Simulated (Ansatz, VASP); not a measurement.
**TaN in VASP and in Ansatz**

```
CELL_PARAMETERS angstrom
0.00000 2.17900 2.17900
2.17900 0.00000 2.17900
2.17900 2.17900 0.00000
ATOMIC_POSITIONS crystal
Ta 0.50000 0.50000 0.50000
N 0.00000 0.00000 0.00000
```

Alike in both runs: task single point; functional r2SCAN; k mesh 7 × 7 × 7; occupations gaussian, width 0.05 eV; collinear spin; Hubbard terms Ta d U = 2.0 eV.

```csv
,VASP,Ansatz
version,VASP 6.6.1,Ansatz 0.2.0
potentials or method,"VASP PAW PBE potentials, release 64 (Ta_pv, N), cutoff 660 eV","scalar-relativistic, plane waves, PAW"
valence electrons in the cell,16,18
```

```tsv
	VASP	Ansatz	Ansatz less VASP
gap on the k mesh at the Fermi level (eV)	none	none	-
pressure (GPa)	18.1	11.4	-6.64
net moment per atom (μB)	0.00	0.07	+0.075
size of the moment on the site where the two differ most (μB)	0.00	0.07	+0.066
```

VASP's potentials were made for PBE, not for r2SCAN. Site moments also hang on the region over which each program counts them. The programs project onto different local orbitals, so the same U acts differently, and such runs can settle in different states. A gap of «none» marks a metal or a gap that the smearing closes. VASP's potentials hold 16 valence electrons a cell and Ansatz's 18, so a difference there can come from the potentials and not from the codes. Ansatz's warnings: filled band counts differ across k points, seeded moment not kept, specified occupation not kept, stability check not made, symmetry narrowed by occupation matrices.

Neither program's run includes spin-orbit coupling.
